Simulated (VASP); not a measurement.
Write the native input for VASP 6.6.1 that does the following.

| Property | Result |
| --- | --- |
| Task | single point |
| Functional | r2SCAN |
| Potentials or basis | VASP PAW PBE potentials, release 64 (Si, C) |
| Cutoff | 520 eV |
| k mesh | 10 × 10 × 10 |
| Occupations | gaussian, width 0.05 eV |
| Spin | no spin polarisation |
| Dipole correction | no |
| Further INCAR settings | ALGO = Normal; EDIFF = 1e-06; NBANDS = 11 |

Crystal: SiC.

```
Si C
1.0
     0.00000    2.30067    2.30067
     2.17814    0.12252    2.17814
     2.17814    2.17814    0.12252
Si C
1 1
Direct
  0.00000 0.00000 0.00000
  0.75000 0.75000 0.75000
```

This cell differs from its parent crystal: strain +0.1125 x Voigt [0, 0, 0, 1, 0, 0].

The input as run:

POSCAR

```
SiC
1.0
    0.0000000000      2.3006656372      2.3006656372
    2.1781449820      0.1225206552      2.1781449820
    2.1781449820      2.1781449820      0.1225206552
Si C
1 1
Direct
    0.0000000000      0.0000000000      0.0000000000
    0.7500000000      0.7500000000      0.7500000000
```

INCAR.step1

```
PREC     = Accurate       # precision mode
ENCUT    = 520            # plane-wave cutoff, eV
ISMEAR   = 0              # smearing method
SIGMA    = 0.05           # smearing width, eV
LREAL    = False          # projectors in reciprocal space
LASPH    = True           # aspherical terms in the spheres
NELM     = 100            # most SCF steps
NBANDS   = 11             # bands
GGA      = PE             # functional
ALGO     = Normal         # electronic algorithm
EDIFF    = 1E-4           # SCF threshold, eV
LWAVE    = True           # write WAVECAR
LCHARG   = False          # write CHGCAR
```

INCAR.step2

```
PREC     = Accurate       # precision mode
ENCUT    = 520            # plane-wave cutoff, eV
EDIFF    = 1E-6           # SCF threshold, eV
ISMEAR   = 0              # smearing method
SIGMA    = 0.05           # smearing width, eV
LREAL    = False          # projectors in reciprocal space
LASPH    = True           # aspherical terms in the spheres
NELM     = 100            # most SCF steps
ALGO     = Normal         # electronic algorithm
ISIF     = 2              # what is computed and relaxed
LWAVE    = False          # write WAVECAR
LCHARG   = False          # write CHGCAR
METAGGA  = R2SCAN         # meta-GGA
LMIXTAU  = True         
NBANDS   = 11             # bands
ISTART   = 1
```

KPOINTS

```
Automatic mesh
0
Gamma
  10 10 10
```

Potentials or basis: VASP PAW PBE potentials, release 64 (Si, C).

Run with:

```bash
$ cat potpaw_PBE.64/Si/POTCAR potpaw_PBE.64/C/POTCAR > POTCAR
$ cp INCAR.step1 INCAR
$ mpirun -np 1 vasp_std > vasp.out
$ cp INCAR.step2 INCAR
$ mpirun -np 1 vasp_std > vasp.out
```

It gave:

The pressure is 3.6 GPa. The largest force is 0.894 eV/Å. The band gap on the k mesh is 0.91 eV (least direct gap 3.66 eV).

Caveat: the cell differs from its parent crystal (strain +0.1125 x Voigt [0, 0, 0, 1, 0, 0]); the cell stands under pressure; the PAW data sets were made with another functional, which shifts forces and pressure a little.

Wall time 2.5 min on 1 thread of Intel Xeon 8259CL (shared host), peak memory 0.16 GiB.
